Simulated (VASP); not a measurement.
A run of VASP 6.6.1 is set up as follows.

The input INCAR:

```
SYSTEM = Al36CN34
  PREC = Accurate
  ENCUT = 520
  EDIFF = 1E-7
  ISMEAR = 0
  SIGMA = 0.01
  LREAL = Auto
  LASPH = .True.
  NELM = 150
  ALGO = Normal
  ISIF = 2
  LWAVE = .False.
  LCHARG = .False.
  ISPIN = 2
  MAGMOM = 0.02 0 0 0 0 0 0 0 0 0 0 0 0.02 0 0 0 0.01 0 0 0 0 0 0 0 0 0 0 0 0 0 0 0 0 0 0 0 0.02 0.02 0.02 0 0 0 0 0 0 0.03 0 0 0.02 0.02 0 0.01 0.01 0.01 0 0.02 0 0 0 0.01 0 0 0 0.02 0 0.01 0 0 0 0 0.08
  LORBIT = 11
  NUPDOWN = 1.0
  GGA = PE
  NBANDS = 186
  NELECT = 281.0
```

KPOINTS

```
Automatic mesh
0
Gamma
  1 1 1
  0.25 0.25 0.25
```

The input POSCAR:

```
Al36CN34
1.0
    9.3892708700      0.0000000883      0.0000000000
   -4.6946355115      8.1313470508      0.0000000000
    0.0000000000      0.0000000000     10.0348065900
Al N C
36 34 1
Direct
    0.2057240775      0.1028169750      0.2579379596
    0.1100760812      0.2232435437      0.5005544255
    0.2152624435      0.1069287133      0.7470686635
    0.1103377747      0.2232554341      0.9997547309
    0.2226101167      0.4459980675      0.2511636760
    0.1100684403      0.5545443334      0.5006759069
    0.2209015135      0.4442695022      0.7501850957
    0.1104256505      0.5552622324      0.9999355431
    0.2208071345      0.7764055972      0.2513205721
    0.1081484289      0.8842063898      0.5015333054
    0.2208590909      0.7761061079      0.7506431272
    0.1101238170      0.8876332092      0.9996502658
    0.5625339560      0.1031191144      0.2582209698
    0.4419656639      0.2181671283      0.5033743524
    0.5574376902      0.1069909372      0.7470294523
    0.4441686844      0.2228764854      0.9566537881
    0.5677805257      0.4696456656      0.2564079846
    0.4406227250      0.5544219308      0.4999161266
    0.5571836773      0.4485308212      0.7403971761
    0.4432599522      0.5564735419      0.9967360584
    0.5553207669      0.7786294092      0.2504103143
    0.4415130872      0.8842744264      0.5016429397
    0.5552118007      0.7775061990      0.7502690951
    0.4429273532      0.8877005983      0.9995413178
    0.8881268599      0.1108696549      0.2511752831
    0.7790020864      0.2233030088      0.5006710302
    0.8879552276      0.1101659799      0.7501309233
    0.7784077764      0.2232667231      0.9997347428
    0.8890305046      0.4461707971      0.2511490934
    0.7793797008      0.5544033977      0.4999316613
    0.8891638534      0.4443216651      0.7502417013
    0.7788577986      0.5565873814      0.9968427725
    0.8888458950      0.7784889827      0.2502232564
    0.7761857063      0.8867886579      0.4996622574
    0.8879379518      0.7775175756      0.7502592965
    0.7772993958      0.8892134289      0.9997306204
    0.2184931899      0.1065527182      0.4433510305
    0.1126142045      0.2228999422      0.1907724594
    0.2183559754      0.1097031510      0.9404144860
    0.1098663888      0.2217199164      0.6904638349
    0.2184306656      0.4439714140      0.4402003760
    0.1107394475      0.5554332243      0.1901390398
    0.2207901255      0.4439280125      0.9405642344
    0.1105388214      0.5548352069      0.6910563296
    0.2207758051      0.7765943137      0.4408465491
    0.1124498111      0.8900299395      0.1902524184
    0.2214187687      0.7779040854      0.9411263731
    0.1096578708      0.8864954313      0.6911029988
    0.5533079873      0.1065563976      0.4437757724
    0.5564414626      0.1097609047      0.9402583510
    0.4419787449      0.2177803930      0.7004057309
    0.4433771561      0.5572358948      0.1861568774
    0.5565147023      0.4477089980      0.9372193270
    0.4421264422      0.5567269264      0.6917467864
    0.5537274529      0.7783557833      0.4396823663
    0.4430861679      0.8900607057      0.1901876437
    0.5553549965      0.7791753869      0.9406799184
    0.4429243919      0.8864744215      0.6911407116
    0.8877488054      0.1103520720      0.4403074282
    0.7762258814      0.2230363142      0.1908293627
    0.8883657055      0.1117214398      0.9413809563
    0.7781989289      0.2218236223      0.6905457503
    0.8907201659      0.4440256434      0.4402342734
    0.7800205898      0.5576163114      0.1862303559
    0.8882370217      0.4439969489      0.9406097024
    0.7809296934      0.5568197857      0.6917723818
    0.8894830595      0.7782895050      0.4395583030
    0.7777246962      0.8894631179      0.1906415785
    0.8888249986      0.7792300056      0.9406222590
    0.7771944326      0.8882372712      0.6905151008
    0.5522306584      0.4393450903      0.4427373194
```

Potentials or basis: VASP PAW PBE potentials, release 64 (Al, N, C).

Launch:

```sh
$ cat potpaw_PBE.64/Al/POTCAR potpaw_PBE.64/N/POTCAR potpaw_PBE.64/C/POTCAR > POTCAR
$ mpirun -np 1 vasp_std > vasp.out
```

Task: What does it give for the largest force?

Result: 0.055 eV/Å.

Forces in eV/Å, atoms in the order of the input:
```
Al   0.004  0.006  0.005
Al  -0.028  0.015  0.000
Al   0.026 -0.013 -0.005
Al  -0.024  0.010  0.005
Al   0.026 -0.006 -0.001
Al  -0.022  0.018  0.004
Al   0.026 -0.015 -0.002
Al  -0.023  0.013  0.001
Al   0.035 -0.012  0.005
Al  -0.026  0.019  0.007
Al   0.024 -0.014 -0.002
Al  -0.020  0.014 -0.010
Al   0.028 -0.014 -0.028
Al  -0.040 -0.003  0.028
Al   0.021 -0.011 -0.008
Al  -0.028  0.019 -0.006
Al  -0.013 -0.007  0.000
Al  -0.034  0.021  0.017
Al   0.027 -0.013  0.014
Al  -0.021  0.012  0.008
Al   0.005 -0.021 -0.015
Al  -0.030  0.000  0.001
Al   0.029 -0.016 -0.003
Al  -0.026  0.016  0.009
Al   0.024  0.006 -0.010
Al  -0.023  0.019  0.004
Al   0.024 -0.013 -0.001
Al  -0.029  0.015  0.007
Al   0.029 -0.021  0.002
Al  -0.022  0.021  0.020
Al   0.022 -0.012 -0.001
Al  -0.028  0.010 -0.018
Al  -0.013  0.014  0.028
Al  -0.034  0.015  0.007
Al   0.023 -0.014 -0.002
Al  -0.024  0.008  0.003
N    0.037 -0.015  0.032
N   -0.039  0.007  0.000
N    0.038 -0.009 -0.008
N   -0.042  0.022  0.003
N    0.037 -0.023  0.003
N   -0.039  0.020 -0.004
N    0.039 -0.015 -0.008
N   -0.037  0.019  0.000
N    0.039 -0.018  0.000
N    0.007  0.001 -0.025
N    0.037 -0.014  0.002
N   -0.035  0.019 -0.006
N    0.030 -0.003 -0.014
N    0.046 -0.020  0.020
N   -0.039  0.017 -0.012
N   -0.030  0.025  0.003
N    0.024 -0.018 -0.008
N   -0.040  0.020 -0.005
N    0.046 -0.022 -0.004
N   -0.010  0.029  0.005
N    0.036 -0.016 -0.008
N   -0.035  0.020  0.002
N    0.037 -0.020  0.002
N   -0.036 -0.009  0.005
N    0.038 -0.015 -0.005
N   -0.040  0.013  0.001
N    0.029 -0.025 -0.004
N   -0.008 -0.023 -0.012
N    0.039 -0.018 -0.003
N   -0.044  0.008 -0.014
N    0.052 -0.019  0.005
N   -0.039  0.021 -0.003
N    0.035 -0.019  0.004
N   -0.040  0.023 -0.002
C    0.041 -0.012 -0.011
```

Caveat: the k points lie up to 0.39 Å⁻¹ apart; the cell carries a net charge on a neutralising background, which shifts energy and pressure; the total moment is fixed, so each spin has its own Fermi level and the state may be an excited one.
